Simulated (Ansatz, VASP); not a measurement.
## One calculation of Sn, two programs

INCAR

```
PREC = Accurate
ENCUT = 520
EDIFF = 1E-6
ISMEAR = -1
SIGMA = 0.05
LREAL = F
LASPH = T
NELM = 150
ALGO = Normal
ISIF = 2
LWAVE = F
LCHARG = F
MAGMOM = 0 0 0 0 0 0
LORBIT = 11
LSORBIT = T
GGA_COMPAT = F
LORBMOM = T
NBANDS = 40
```

File KPOINTS:

```
Automatic mesh
0
Gamma
  5 5 5
```

File POSCAR:

```
Sn
1.0
    0.0000000000      3.2333428000      3.2333428000
    3.2333428000      0.0000000000      3.2333428000
    3.2333428000      3.2333428000      0.0000000000
Sn
2
Direct
    0.7500000000      0.7500000000      0.7500000000
    0.5000000000      0.5000000000      0.5000000000
```

File input.yaml:

```yaml
crystal:
  lattice:
    - [0.0, 3.2333428, 3.2333428]
    - [3.2333428, 0.0, 3.2333428]
    - [3.2333428, 3.2333428, 0.0]
  atoms:
    - { symbol: Sn, position: [0.75, 0.75, 0.75] }
    - { symbol: Sn, position: [0.5, 0.5, 0.5] }
kpoints:
  mp_grid: { grid: [5, 5, 5] }
  band_path:
    path:
      - [0.0, 0.0, 0.0]
      - [0.5, 0.0, 0.5]
      - [0.5, 0.25, 0.75]
      - [0.375, 0.375, 0.75]
      - [0.0, 0.0, 0.0]
      - [0.5, 0.5, 0.5]
      - [0.625, 0.25, 0.625]
      - [0.5, 0.25, 0.75]
    npoints: 6
scf:
  occupations: { method: fermi_dirac, width: 0.05 }
hamiltonian:
  xc: lda
  pseudopotentials: { kind: all_electron, lapw: { basis_error: 0.001 } }
magnetization:
  noncollinear: true
  spin_orbit: true
output:
  forces: true
  stress: true
  eigenvalues: true
```

Alike in both runs: functional LDA; k mesh 5 × 5 × 5; occupations fermi-dirac, width 0.05 eV; non-collinear spin, spin-orbit coupling.

|  | VASP | Ansatz |
| --- | --- | --- |
| version | VASP 6.6.1 | Ansatz 0.2.0 |
| potentials or method | VASP PAW LDA potentials, release 64 (Sn_d), cutoff 520 eV | all-electron LAPW, relativistic spinors |
| task | single point | band structure |

```csv
,VASP,Ansatz,Ansatz less VASP
pressure (GPa),0.3,0.3,-0.04
net moment per atom (μB),0.00,0.00,0.000
```

LDA's correlation is that of Perdew and Zunger in VASP and of Perdew and Wang (1992) in Ansatz. Ansatz ran all-electron here, and VASP with PAW potentials.

Noted on Ansatz's run: the k mesh is thin for a metal, which can move the energy by tens of meV per atom.
